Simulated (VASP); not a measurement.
# Pb in VASP: single point with B3LYP

Aim: the single point of Pb with B3LYP.

Everything below comes from runs of VASP 6.6.1. Logs are shortened: lines on timing, memory, paths and dates and some standing lists are left out, and cuts for length are marked.

### 1 The cell of the first run

The typed cell holds 1 atom: a = 3.379 Å, b = 3.768 Å, c = 3.785 Å, α = 53.15°, β = 63.15°, γ = 63.96°.

### 2 Single point, B3LYP

Input file POSCAR:

```
Pb
1.0
   -0.0028931563      2.4085777054      2.3695461686
    2.9310919578     -0.0050510287      2.3671321316
    2.9236194193      2.4036582743     -0.0022821468
Pb
1
Direct
    0.0000000000      0.0000000000      0.0000000000
```

Input file INCAR.step1:

```
SYSTEM = Pb
  PREC = Accurate
  ENCUT = 520
  EDIFF = 1E-5
  ISMEAR = -1
  SIGMA = 0.05
  LREAL = .FALSE.
  LASPH = .TRUE.
  NELM = 100
  ALGO = Normal
  ISIF = 2
  LWAVE = .TRUE.
  LCHARG = .FALSE.
  GGA = PE
  NBANDS = 13
```

Input file INCAR.step2:

```
SYSTEM = Pb
  PREC = Accurate
  ENCUT = 520
  EDIFF = 1E-6
  ISMEAR = -1
  SIGMA = 0.05
  LREAL = .FALSE.
  LASPH = .TRUE.
  NELM = 100
  ALGO = Normal
  ISIF = 2
  LWAVE = .FALSE.
  LCHARG = .FALSE.
  GGA = B3
  LHFCALC = .TRUE.
  AEXX = 0.2
  AGGAX = 0.72
  AGGAC = 0.81
  ALDAC = 0.19
  PRECFOCK = Normal
  ISTART = 1
  NBANDS = 13
```

Input file KPOINTS:

```
Automatic mesh
0
G
  5 5 5
  0 0 0
```

Potentials or basis: VASP PAW PBE potentials, release 64 (Pb_d).

Run with:

```console
$ cat potpaw_PBE.64/Pb_d/POTCAR > POTCAR
$ cp INCAR.step1 INCAR
$ mpirun -np 1 vasp_std > vasp.out
$ cp INCAR.step2 INCAR
$ mpirun -np 1 vasp_std > vasp.out
```

OUTCAR:

```text
SYSTEM = Pb
   PREC = Accurate
   ENCUT = 520
   EDIFF = 1E-6
   ISMEAR = -1
   LREAL = .FALSE.
   LASPH = .TRUE.
   NELM = 100
   ISIF = 2
   GGA = B3
   LHFCALC = .TRUE.
   AEXX = 0.2
   PRECFOCK = Normal
   ISTART = 1

 ion  position               nearest neighbor table
   1  0.000  0.000  0.000-

  LATTYP: Found a triclinic cell.
 ALAT       =     7.6886113708
 B/A-ratio  =     0.6163613210
 C/A-ratio  =     0.4922677202
 COS(alpha) =     0.0001258372
 COS(beta)  =     0.2939528807
 COS(gamma) =     0.9246047009

  Lattice vectors:

 A1 = (  -2.9356713400,   0.0051826263,  -7.1060925786)
 A2 = (  -0.0045793822,   0.0001315976,  -4.7389604470)
 A3 = (  -2.9236194193,  -2.4036582743,   0.0022821468)

Analysis of symmetry for initial positions (statically):
=====================================================================
 Subroutine PRICEL returns:
 Original cell was already a primitive cell.

 Routine SETGRP: Setting up the symmetry group for a
 triclinic supercell.

 Subroutine GETGRP returns: Found  2 space group operations
 (whereof  2 operations were pure point group operations)
 out of a pool of  2 trial point group operations.

The static configuration has the point symmetry S_2 .

Analysis of symmetry for dynamics (positions and initial velocities):
=====================================================================
 Subroutine PRICEL returns:
 Original cell was already a primitive cell.

 Routine SETGRP: Setting up the symmetry group for a
 triclinic supercell.

 Subroutine GETGRP returns: Found  2 space group operations
 (whereof  2 operations were pure point group operations)
 out of a pool of  2 trial point group operations.

The dynamic configuration has the point symmetry S_2 .

 Subroutine INISYM returns: Found  2 space group operations
 (whereof  2 operations are pure point group operations),
 and found     1 'primitive' translations

----------------------------------------------------------------------------------------

                                     Primitive cell

  volume of cell :      33.4306

  direct lattice vectors                    reciprocal lattice vectors
    -0.002893156  2.408577705  2.369546169    -0.170196230  0.207213716  0.211186963
     2.931091958 -0.005051029  2.367132132     0.170534566 -0.207224543  0.210846197
     2.923619419  2.403658274 -0.002282147     0.170902921  0.207959247 -0.211176116

  length of vectors
     3.378757757  3.767577485  3.784855191     0.341327137  0.341291911  0.342126014

  position of ions in fractional coordinates (direct lattice)
     0.000000000  0.000000000  0.000000000

  ion indices of the primitive-cell ions
   primitive index   ion index
                 1           1

----------------------------------------------------------------------------------------

 KPOINTS: Automatic mesh

Automatic generation of k-mesh.
 Grid dimensions read from file:
 generate k-points for:    5    5    5

 Generating k-lattice:

  Cartesian coordinates                     Fractional coordinates (reciprocal lattice)
    -0.034039246  0.041442743  0.042237393     0.200000000  0.000000000  0.000000000
     0.034106913 -0.041444909  0.042169239     0.000000000  0.200000000  0.000000000
     0.034180584  0.041591849 -0.042235223     0.000000000  0.000000000  0.200000000

  Length of vectors
     0.068265427  0.068258382  0.068425203

  Shift w.r.t. Gamma in fractional coordinates (k-lattice)
     0.000000000  0.000000000  0.000000000

 Subroutine IBZKPT returns following result:
 ===========================================

 Found     63 irreducible k-points:

 Following reciprocal coordinates:
            Coordinates               Weight
  0.000000  0.000000  0.000000      1.000000
  0.200000 -0.000000 -0.000000      2.000000
  0.400000  0.000000  0.000000      2.000000
  0.000000  0.200000 -0.000000      2.000000
  0.200000  0.200000 -0.000000      2.000000
  0.400000  0.200000 -0.000000      2.000000
[... 16 lines left out ...]
 -0.200000  0.200000  0.200000      2.000000
  0.000000  0.400000  0.200000      2.000000
 [... further k-points ...]
   k-points           NKPTS =     63   k-points in BZ     NKDIM =    125   number of bands    NBANDS=     13
   number of dos      NEDOS =    301   number of ions     NIONS =      1
   total plane-waves  NPLWV =  21952
   dimension x,y,z NGX =    28 NGY =   28 NGZ =   28
   dimension x,y,z NGXF=    56 NGYF=   56 NGZF=   56
   ions per type =               1
   NGX,Y,Z   is equivalent  to a cutoff of  13.78, 12.36, 12.30 a.u.
   NGXF,Y,Z  is equivalent  to a cutoff of  27.55, 24.71, 24.60 a.u.
 SYSTEM =  Pb
   PREC   = accura    normal or accurate (medium, high low for compatibility)
   ISTART =      1    job   : 0-new  1-cont  2-samecut
   ICHARG =      0    charge: 1-file 2-atom 10-const
   ISPIN  =      1    spin polarized calculation?
   LNONCOLLINEAR =      F non collinear calculations
   LSORBIT =      F    spin-orbit coupling
   LASPH  =      T    aspherical Exc in radial PAW
   ENCUT  =  520.0 eV  38.22 Ry    6.18 a.u.   6.28  7.01  7.04*2*pi/ulx,y,z
   NELM   =    100;   NELMIN=  2; NELMDL=  0     # of ELM steps
   EDIFF  = 0.1E-05   stopping-criterion for ELM
   LREAL  =      F    real-space projection
   EDIFFG = 0.1E-04   stopping-criterion for IOM
   NSW    =      0    number of steps for IOM
   IBRION =     -1    ionic relax: 0-MD 1-quasi-New 2-CG
   NFREE  =      0    steps in history (QN), initial steepest desc. (CG)
   ISIF   =      2    stress and relaxation
   ISYM   =      3    0-nonsym 1-usesym 2-fastsym
   POTIM  = 0.5000    time-step for ionic-motion
   TEBEG  =    0.0;   TEEND  =   0.0 temperature during run
   PSTRESS=    0.0 pullay stress
   NELECT =      14.0000    total number of electrons
   NUPDOWN=      -1.0000    fix difference up-down
   EMIN   =  10.00;   EMAX   =-10.00  energy-range for DOS
   EFERMI =   0.00;   METHOD = LEGACY
   ISMEAR =    -1;   SIGMA  =   0.05  broadening in eV -4-tet -1-fermi 0-gaus
   EFERMI_NEDOS =   21; number of points for ismear=-14 and -15
   IALGO  =     38    algorithm
   IMIX   =      1    mixing-type and parameters
     AMIX     =   0.40;   BMIX     =  1.00
     AMIX_MAG =   1.60;   BMIX_MAG =  1.00
  volume/ion in A,a.u.               =      33.43       225.60
  Fermi-wavevector in a.u.,A,eV,Ry     =   1.224812  2.314559 20.410971  1.500164
  Thomas-Fermi vector in A             =   2.359873
   LORBIT       =      0    0 simple, 1 ext, 2 COOP (PROOUT), +10 PAW based schemes
   GGA     = B3    functional components
   LHFCALC =     T    Hartree Fock is set to
   PRECFOCK=normal    Normal, Fast or Accurate (Low or Medium for compatibility)
   ENCUT4O =  -1.0   cutoff for four orbital integrals eV
   NKREDX  =     1    reduce k-point grid by
   NKREDY  =     1    reduce k-point grid by
   NKREDZ  =     1    reduce k-point grid by
   AEXX    =    0.2000 exact exchange contribution
   HFSCREEN=    0.0000 screening length (either q_TF or 0.3 A-1)
   HFSCREENC=   0.0000 screening length for correlation (either q_TF or 0.3 A-1)
   ENCUTFOCK=  -1.0 apply spherical cutoff to Coloumb kernel
   IVDW    =     0    specifies the selected vdW correction
   LEPSILON=     F    determine dielectric tensor
   LRPA    =     F    only Hartree local field effects (RPA)
 non-spin polarized calculation
  energy-cutoff  :      520.00
  volume of cell :       33.43
 maximum number of plane-waves:       918
 NGX is ok and might be reduce to    28
  NGX = 20; NGY = 24; NGZ = 24

 number of electron      14.0000003 magnetization

 Free energy of the ion-electron system (eV)
  ---------------------------------------------------
  ext. energy  EPLUGINS =         0.00000000
  ---------------------------------------------------
  free energy    TOTEN  =        -3.76799030 eV

  energy without entropy =       -3.76678757  energy(sigma->0) =       -3.76738893

 E-fermi :   6.0756     XC(G=0):  -7.7175

 val. band max:        6.0737907175   @ k =  -0.4000  -0.2000   0.4000
 cond. band min:       6.7307607457   @ k =   0.0000  -0.2000   0.4000
 fundamental gap:      0.6569700282
 Fermi energy:         6.0755701208

 k-point     1 :       0.0000    0.0000    0.0000
  band No.  band energies     occupation
      1     -12.6090      2.00000
      2     -12.4651      2.00000
      3     -12.3870      2.00000
      4     -12.3741      2.00000
      5     -12.2446      2.00000
      6      -6.1187      2.00000
      7      13.1861      0.00000
      8      13.9245      0.00000
      9      13.9831      0.00000
     10      17.6258      0.00000
     11      17.6410      0.00000
     12      18.3445      0.00000
     13      19.2150      0.00000

 k-point     2 :       0.2000   -0.0000   -0.0000
  band No.  band energies     occupation
      1     -12.5551      2.00000
      2     -12.4379      2.00000
      3     -12.3794      2.00000
      4     -12.3556      2.00000
      5     -12.2737      2.00000
      6      -5.3563      2.00000
      7       8.9340      0.00000
      8      11.9945      0.00000
      9      13.9108      0.00000
     10      15.7834      0.00000
     11      17.5023      0.00000
     12      20.0347      0.00000
     13      20.8572      0.00000

 k-point     3 :       0.4000    0.0000    0.0000
  band No.  band energies     occupation
      1     -12.5368      2.00000
      2     -12.4712      2.00000
      3     -12.3615      2.00000
      4     -12.2755      2.00000
      5     -12.2335      2.00000
      6      -3.3078      2.00000
      7       3.1680      2.00000
      8      10.4649      0.00000
      9      13.9380      0.00000
     10      14.6493      0.00000
     11      17.5033      0.00000
     12      19.3655      0.00000
     13      20.1742      0.00000
[... 305 lines left out ...]
 k-point    23 :      -0.2000    0.2000    0.2000
  band No.  band energies     occupation
      1     -12.5838      2.00000
      2     -12.4563      2.00000
      3     -12.3255      2.00000
      4     -12.3054      2.00000
      5     -12.2463      2.00000
      6      -3.9851      2.00000
      7       5.2781      2.00000
      8       8.4305      0.00000
      9      12.0769      0.00000
     10      15.6709      0.00000
     11      19.0869      0.00000
     12      20.6527      0.00000
     13      23.0044      0.00000

 k-point    24 :       0.0000    0.4000    0.2000
  band No.  band energies     occupation
      1     -12.5838      2.00000
      2     -12.4563      2.00000
      3     -12.3255      2.00000
      4     -12.3054      2.00000
      5     -12.2463      2.00000
      6      -3.9856      2.00000
      7       5.2788      2.00000
      8       8.4298      0.00000
      9      12.0773      0.00000
     10      15.6712      0.00000
     11      19.0899      0.00000
     12      20.6558      0.00000
     13      23.0041      0.00000

 [... further k-points ...]
[... 5 lines left out ...]
  --------------------------------------------------------------------------------------
  -------------------------------------------------------------------------------------
  Total       -0.0029556      0.0019797      0.0009935     -0.0011500     -0.0000123     -0.0007581
  in kB       -0.1416488      0.0948764      0.0476138     -0.0551142     -0.0005905     -0.0363315
  external PRESSURE =       0.0002804 kB  Pullay stress =       0.0000000 kB

 VOLUME and BASIS-vectors are now :
 -----------------------------------------------------------------------------
  energy-cutoff  :      520.00
  volume of cell :       33.43
      direct lattice vectors                 reciprocal lattice vectors
    -0.002893156  2.408577705  2.369546169    -0.170196230  0.207213716  0.211186963
     2.931091958 -0.005051029  2.367132132     0.170534566 -0.207224543  0.210846197
     2.923619419  2.403658274 -0.002282147     0.170902921  0.207959247 -0.211176116

 POSITION                                       TOTAL-FORCE (eV/Angst)
 -----------------------------------------------------------------------------------
      0.00000      0.00000      0.00000         0.000000      0.000000     -0.000000
 -----------------------------------------------------------------------------------
    total drift:                               -0.000000     -0.000000      0.000000

  FREE ENERGIE OF THE ION-ELECTRON SYSTEM (eV)
  ---------------------------------------------------
  free  energy   TOTEN  =        -3.7679902968 eV

  energy  without entropy=       -3.7667875657  energy(sigma->0) =       -3.76738893
```

Wall time 1.7 h (1 thread of Intel Xeon 8259CL, shared host); peak memory 0.19 GiB.

Results:

- Free energy: -3.7680 eV
- Pressure: 0.0 GPa
- Band gap on the k mesh: zero (bands 7 and 8 overlap by 7.66 eV)

Caveat: the k points lie up to 0.43 Å⁻¹ apart, too coarse for converged energies and pressures of a metal; the PAW data sets were made with another functional, which shifts forces and pressure a little; spin-orbit coupling is left out, which moves the levels of the heavy elements.

The gap in the log of VASP goes by the Fermi energy; the results here count the filled bands.